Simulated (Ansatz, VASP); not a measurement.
FeSi in VASP and in Ansatz

```
Fe Si
1.0
     4.55070    0.00000    0.00000
     0.00000    4.55070    0.00000
     0.00000    0.00000    4.73273
Fe Si
4 4
Cartesian
  3.9294 2.8966 1.7203
  2.8966 1.6541 4.0866
  1.6541 3.9294 3.0125
  0.6213 0.6213 0.6461
  0.7172 1.5582 3.1122
  1.5582 2.9925 0.7459
  2.9925 0.7172 1.6205
  3.8335 3.8335 3.9869
```

Alike in both runs: task single point; functional PBEsol; k mesh 5 × 5 × 5; occupations fermi-dirac, width 0.05 eV; collinear spin.

|  | VASP | Ansatz |
| --- | --- | --- |
| version | VASP 6.6.1 | Ansatz 0.2.0 |
| potentials or method | VASP PAW PBE potentials, release 64 (Fe, Si) | Ansatz PAW |
| plane-wave cutoff (eV) | 520 | 420 |
| valence electrons in the cell | 48 | 80 |

|  | VASP | Ansatz | Ansatz less VASP |
| --- | --- | --- | --- |
| gap on the k mesh at the Fermi level (eV) | none | none | - |
| pressure (GPa) | -21.5 | -21.9 | -0.34 |
| traceless stress, the component that is largest in VASP (GPa) | -3.48 | -3.42 | +0.066 |
| rms of the force components (eV/Å) | 0.098 | 0.105 | +0.0069 |
| net moment per atom (μB) | 0.49 | 0.49 | 0.000 |
| size of the moment on the site where the two differ most (μB) | 1.08 | 1.08 | -0.007 |

VASP's potentials were made for PBE, not for PBEsol. Site moments also hang on the region over which each program counts them. Atom by atom the forces differ by 0.010 eV/Å (rms over components). A gap of «none» marks a metal or a gap that the smearing closes. VASP's potentials hold 48 valence electrons a cell and Ansatz's 80, so a difference there can come from the potentials and not from the codes.
